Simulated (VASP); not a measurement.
# Pt (Im-3m) in VASP: further runs

Runs on Pt. Level: PBEsol. Tasks: single point.

All numbers are computed with VASP 6.6.1; they aren't measurements. Logs are shortened: lines on timing, memory, paths and dates and some standing lists are left out, and cuts for length are marked.

## 1. The cell of the first run

Symmetry: Im-3m, No. 229, cubic system. The conventional cell has a = 3.104 Å, b = 3.104 Å, c = 3.104 Å, α = 90.00°, β = 90.00°, γ = 90.00°. Pt (site symmetry m-3m) has 14 Pt at 2.69 to 3.10 Å within 3.5 Å.

## 2. Single point, PBEsol

INCAR reads:

```
SYSTEM = Pt
PREC = Accurate
ENCUT = 520
EDIFF = 1E-6
ISMEAR = 1
SIGMA = 0.05
LREAL = .FALSE.
LASPH = .TRUE.
NELM = 100
ALGO = Normal
ISIF = 2
LWAVE = .FALSE.
LCHARG = .TRUE.
GGA = PS
LELF = .TRUE.
LVHAR = .TRUE.
NBANDS = 11
```

KPOINTS reads:

```
Automatic mesh
0
G
  13 13 13
  0 0 0
```

POSCAR reads:

```
Pt
1.0
   -1.5518799051      1.5518799051      1.5518799051
    1.5518799051     -1.5518799051      1.5518799051
    1.5518799051      1.5518799051     -1.5518799051
Pt
1
Direct
    0.0000000000      0.0000000000      0.0000000000
```

Potentials or basis: VASP PAW PBE potentials, release 64 (Pt).

Started as:

```sh
$ cat potpaw_PBE.64/Pt/POTCAR > POTCAR
$ mpirun -np 1 vasp_std > vasp.out
```

OUTCAR:

```text
SYSTEM = Pt
   PREC = Accurate
   ENCUT = 520
   EDIFF = 1E-6
   ISMEAR = 1
   LREAL = .FALSE.
   LASPH = .TRUE.
   NELM = 100
   ISIF = 2
   GGA = PS

 ion  position               nearest neighbor table
   1  0.000  0.000  0.000-

  LATTYP: Found a body centered cubic cell.
 ALAT       =     3.1037598102

  Lattice vectors:

 A1 = (  -1.5518799051,   1.5518799051,   1.5518799051)
 A2 = (   1.5518799051,  -1.5518799051,   1.5518799051)
 A3 = (   1.5518799051,   1.5518799051,  -1.5518799051)

Analysis of symmetry for initial positions (statically):
=====================================================================
 Subroutine PRICEL returns:
 Original cell was already a primitive cell.

 Routine SETGRP: Setting up the symmetry group for a
 body centered cubic supercell.

 Subroutine GETGRP returns: Found 48 space group operations
 (whereof 48 operations were pure point group operations)
 out of a pool of 48 trial point group operations.

The static configuration has the point symmetry O_h .

Analysis of symmetry for dynamics (positions and initial velocities):
=====================================================================
 Subroutine PRICEL returns:
 Original cell was already a primitive cell.

 Routine SETGRP: Setting up the symmetry group for a
 body centered cubic supercell.

 Subroutine GETGRP returns: Found 48 space group operations
 (whereof 48 operations were pure point group operations)
 out of a pool of 48 trial point group operations.

The dynamic configuration has the point symmetry O_h .

 Subroutine INISYM returns: Found 48 space group operations
 (whereof 48 operations are pure point group operations),
 and found     1 'primitive' translations

----------------------------------------------------------------------------------------

                                     Primitive cell

  volume of cell :      14.9498

  direct lattice vectors                    reciprocal lattice vectors
    -1.551879905  1.551879905  1.551879905     0.000000000  0.322189880  0.322189880
     1.551879905 -1.551879905  1.551879905     0.322189880  0.000000000  0.322189880
     1.551879905  1.551879905 -1.551879905     0.322189880  0.322189880  0.000000000

  length of vectors
     2.687934843  2.687934843  2.687934843     0.455645298  0.455645298  0.455645298

  position of ions in fractional coordinates (direct lattice)
     0.000000000  0.000000000  0.000000000

  ion indices of the primitive-cell ions
   primitive index   ion index
[... 73 lines left out ...]
   EDIFF  = 0.1E-05   stopping-criterion for ELM
   LREAL  =      F    real-space projection
   EDIFFG = 0.1E-04   stopping-criterion for IOM
   NSW    =      0    number of steps for IOM
   IBRION =     -1    ionic relax: 0-MD 1-quasi-New 2-CG
   NFREE  =      0    steps in history (QN), initial steepest desc. (CG)
   ISIF   =      2    stress and relaxation
   ISYM   =      2    0-nonsym 1-usesym 2-fastsym
   POTIM  = 0.5000    time-step for ionic-motion
   TEBEG  =    0.0;   TEEND  =   0.0 temperature during run
   PSTRESS=    0.0 pullay stress
   NELECT =      10.0000    total number of electrons
   NUPDOWN=      -1.0000    fix difference up-down
   EMIN   =  10.00;   EMAX   =-10.00  energy-range for DOS
   EFERMI =   0.00;   METHOD = LEGACY
   ISMEAR =     1;   SIGMA  =   0.05  broadening in eV -4-tet -1-fermi 0-gaus
   EFERMI_NEDOS =   21; number of points for ismear=-14 and -15
   IALGO  =     38    algorithm
   IMIX   =      4    mixing-type and parameters
     AMIX     =   0.40;   BMIX     =  1.00
     AMIX_MAG =   1.60;   BMIX_MAG =  1.00
  volume/ion in A,a.u.               =      14.95       100.89
  Fermi-wavevector in a.u.,A,eV,Ry     =   1.431737  2.705592 27.890204  2.049872
  Thomas-Fermi vector in A             =   2.551441
   LORBIT       =      0    0 simple, 1 ext, 2 COOP (PROOUT), +10 PAW based schemes
   GGA     = PS    functional components
   LHFCALC =     F    Hartree Fock is set to
   AEXX    =    0.0000 exact exchange contribution
   IVDW    =     0    specifies the selected vdW correction
   LEPSILON=     F    determine dielectric tensor
   LRPA    =     F    only Hartree local field effects (RPA)
 non-spin polarized calculation
 Methfessel and Paxton  Order N= 1 SIGMA  =   0.05
  energy-cutoff  :      520.00
  volume of cell :       14.95
 maximum number of plane-waves:       415
   NGX =  9   NGY =  9   NGZ =  9

 number of electron      10.0000000 magnetization

 Free energy of the ion-electron system (eV)
  ---------------------------------------------------
  ext. energy  EPLUGINS =         0.00000000
  ---------------------------------------------------
  free energy    TOTEN  =        -6.84099500 eV

  energy without entropy =       -6.84121354  energy(sigma->0) =       -6.84106785

 E-fermi :  11.0749     XC(G=0): -13.6738

 val. band max:       11.0396634279   @ k =  -0.3846  -0.4615   0.1538
 cond. band min:      11.0872617342   @ k =  -0.3846  -0.4615   0.2308
 fundamental gap:      0.0475983063
 Fermi energy:        11.0748760059

 k-point     1 :       0.0000    0.0000    0.0000
  band No.  band energies     occupation
      1       0.8826      2.00000
      2       7.2268      2.00000
      3       7.2268      2.00000
      4       7.2268      2.00000
      5       9.9585      2.00000
      6       9.9585      2.00000
      7      28.0939      0.00000
      8      28.0939      0.00000
      9      28.0939      0.00000
     10      38.8146      0.00000
     11      38.8146      0.00000
[... 309 lines left out ...]
 k-point    24 :       0.2308    0.0769    0.0769
  band No.  band energies     occupation
      1       4.1294      2.00000
      2       6.0645      2.00000
      3       6.9080      2.00000
      4       9.7011      2.00000
      5      10.1371      2.00000
      6      11.2625     -0.00000
      7      23.5270      0.00000
      8      26.0820      0.00000
      9      27.9219      0.00000
     10      32.0237      0.00000
     11      38.0743      0.00000

 [... further k-points ...]
[... 5 lines left out ...]
  --------------------------------------------------------------------------------------
  -------------------------------------------------------------------------------------
  Total        0.4154573      0.4154573      0.4154573     -0.0000000     -0.0000000      0.0000000
  in kB       44.5248669     44.5248669     44.5248669     -0.0000000     -0.0000000      0.0000000
  external PRESSURE =      44.5248669 kB  Pullay stress =       0.0000000 kB

 VOLUME and BASIS-vectors are now :
 -----------------------------------------------------------------------------
  energy-cutoff  :      520.00
  volume of cell :       14.95
      direct lattice vectors                 reciprocal lattice vectors
    -1.551879905  1.551879905  1.551879905     0.000000000  0.322189880  0.322189880
     1.551879905 -1.551879905  1.551879905     0.322189880  0.000000000  0.322189880
     1.551879905  1.551879905 -1.551879905     0.322189880  0.322189880  0.000000000

 POSITION                                       TOTAL-FORCE (eV/Angst)
 -----------------------------------------------------------------------------------
      0.00000      0.00000      0.00000        -0.000000      0.000000     -0.000000
 -----------------------------------------------------------------------------------
    total drift:                                0.000000     -0.000000      0.000000

  FREE ENERGIE OF THE ION-ELECTRON SYSTEM (eV)
  ---------------------------------------------------
  free  energy   TOTEN  =        -6.8409950044 eV

  energy  without entropy=       -6.8412135408  energy(sigma->0) =       -6.84106785
```

OSZICAR:

```text
N       E                     dE             d eps       ncg     rms          rms(c)
DAV:   1     0.401885929647E+02    0.40189E+02   -0.53984E+03  1875   0.847E+02
DAV:   2    -0.665694254219E+01   -0.46846E+02   -0.45130E+02  2112   0.178E+02
DAV:   3    -0.726817459108E+01   -0.61123E+00   -0.61081E+00  2166   0.195E+01
DAV:   4    -0.727054729184E+01   -0.23727E-02   -0.23725E-02  2127   0.144E+00
DAV:   5    -0.727056531509E+01   -0.18023E-04   -0.18021E-04  2181   0.115E-01    0.133E+01
DAV:   6    -0.689128784631E+01    0.37928E+00   -0.82356E-01  2001   0.714E+00    0.680E+00
DAV:   7    -0.684520892368E+01    0.46079E-01   -0.15930E-01  2103   0.306E+00    0.243E+00
DAV:   8    -0.684122895006E+01    0.39800E-02   -0.58685E-03  2025   0.709E-01    0.608E-01
DAV:   9    -0.684099077910E+01    0.23817E-03   -0.11685E-04  2115   0.103E-01    0.230E-02
DAV:  10    -0.684099484981E+01   -0.40707E-05   -0.20184E-06  2170   0.999E-03    0.261E-03
DAV:  11    -0.684099500440E+01   -0.15459E-06   -0.35638E-08  1188   0.170E-03
   1 F= -.68409950E+01 E0= -.68410678E+01  d E =0.218536E-03
```

It took 7.2 s on 1 thread of Intel Xeon Platinum 8488C (Sapphire Rapids), shared host; peak memory 0.13 GiB.

Results:

```
Free energy            : -6.8410 eV
Pressure               : 4.5 GPa
Band gap on the k mesh : zero (band 5 reaches 12.06 eV, above the bottom of band 6 at 9.78 eV)
```

Levels at points of the mesh, in eV from the Fermi level:
```
           k point  band 1  band 2  band 3  band 4  band 5  band 6  band 7  band 8  band 9  band 10
(0.00, 0.00, 0.00)  -10.19   -3.85   -3.85   -3.85   -1.12   -1.12   17.02   17.02   17.02    27.74
```

Caveat: the PAW data sets were made with another functional, which shifts forces and pressure a little; spin-orbit coupling is left out, which moves the levels of the heavy elements.

## 3. Single point, PBEsol

This run uses another cell than the first one, of 15.27 Å³/atom, 1.021 times its volume.

INCAR reads:

```
SYSTEM = Pt
PREC = Accurate ; ENCUT = 520
EDIFF = 1E-6 ; ISMEAR = 1
SIGMA = 0.05 ; LREAL = .False.
LASPH = .True. ; NELM = 60
ALGO = Normal ; ISIF = 2
LWAVE = .False. ; LCHARG = .False.
GGA = PS ; NBANDS = 11
```

KPOINTS reads:

```
Automatic mesh
0
Gamma
  13 13 13
  0 0 0
```

POSCAR reads:

```
Pt
1.0
   -1.5628089970      1.5628089970      1.5628089970
    1.5628089970     -1.5628089970      1.5628089970
    1.5628089970      1.5628089970     -1.5628089970
Pt
1
Direct
    0.0000000000      0.0000000000      0.0000000000
```

Potentials or basis: VASP PAW PBE potentials, release 64 (Pt).

Started as:

```sh
$ cat potpaw_PBE.64/Pt/POTCAR > POTCAR
$ mpirun -np 1 vasp_std > vasp.out
```

Wall time 7.4 s (1 thread of Intel Xeon Platinum 8488C (Sapphire Rapids), shared host); peak memory 0.13 GiB.

The run converged. Its results:

```yaml
Free_energy: -6.8439 eV
Pressure: -1.6 GPa
Band_gap_on_the_k_mesh: zero (band 5 reaches 11.62 eV, above the bottom of band 6 at 9.44 eV)
```

Levels at points of the mesh, in eV from the Fermi level:
```tsv
k point	band 1	band 2	band 3	band 4	band 5	band 6	band 7	band 8	band 9	band 10
(0.00, 0.00, 0.00)	-9.96	-3.72	-3.72	-3.72	-1.07	-1.07	17.04	17.04	17.04	27.48
```

Caveat: the PAW data sets were made with another functional, which shifts forces and pressure a little; spin-orbit coupling is left out, which moves the levels of the heavy elements.

## 4. Single point, PBEsol

This run uses another cell than the first one, of 15.59 Å³/atom, 1.043 times its volume.

INCAR reads:

```
SYSTEM = Pt
PREC     = Accurate       ! precision mode
ENCUT    = 520            ! plane-wave cutoff, eV
EDIFF    = 1E-7           ! SCF threshold, eV
ISMEAR   = 1              ! smearing method
SIGMA    = 0.05           ! smearing width, eV
LREAL    = .FALSE.        ! projectors in reciprocal space
LASPH    = .TRUE.         ! aspherical terms in the spheres
NELM     = 100            ! most SCF steps
ALGO     = Normal         ! electronic algorithm
ISIF     = 2              ! what is computed and relaxed
LWAVE    = .FALSE.        ! write WAVECAR
LCHARG   = .FALSE.        ! write CHGCAR
GGA      = PS             ! functional
NBANDS   = 11             ! bands
```

KPOINTS reads:

```
regular mesh
0
G
  13 13 13
  0 0 0
```

POSCAR reads:

```
Pt
1.0
   -1.5735873306      1.5735873306      1.5735873306
    1.5735873306     -1.5735873306      1.5735873306
    1.5735873306      1.5735873306     -1.5735873306
Pt
1
Direct
    0.0000000000      0.0000000000      0.0000000000
```

Started as:

```sh
$ cat potpaw_PBE.64/Pt/POTCAR > POTCAR
$ mpirun -np 1 vasp_std > vasp.out
```

It took 7.2 s on 1 thread of Intel Xeon Platinum 8488C (Sapphire Rapids), shared host; peak memory 0.13 GiB.

It converged, with:

| Property | Result |
| --- | --- |
| Free energy | -6.8356 eV |
| Pressure | -6.9 GPa |
| Band gap on the k mesh | zero (band 5 reaches 11.20 eV, above the bottom of band 6 at 9.10 eV) |

Levels at points of the mesh, in eV from the Fermi level:
```tsv
k point	band 1	band 2	band 3	band 4	band 5	band 6	band 7	band 8	band 9	band 10
(0.00, 0.00, 0.00)	-9.74	-3.61	-3.61	-3.61	-1.04	-1.04	17.05	17.05	17.05	27.23
```

Caveat: the PAW data sets were made with another functional, which shifts forces and pressure a little; spin-orbit coupling is left out, which moves the levels of the heavy elements.

## 5. Summary

| cell | gap on the mesh (eV) | pressure (GPa) |
| --- | --- | --- |
| a = 2.688 Å, angles 109.5°, 1 atom | none | 4.5 |
| a = 2.707 Å, angles 109.5°, 1 atom | none | -1.6 |
| a = 2.726 Å, angles 109.5°, 1 atom | none | -6.9 |

Alike in all rows: task single point; level PBEsol; potentials or basis VASP PAW PBE potentials, release 64 (Pt); no spin polarisation; k mesh 13 × 13 × 13; cutoff (eV) 520; smearing methfessel-paxton 0.05 eV.

Caveats: the PAW data sets were made with another functional, which shifts forces and pressure a little; spin-orbit coupling is left out, which moves the levels of the heavy elements.

Total energies depend on the potentials used, so only differences within one code and one set of settings carry meaning.
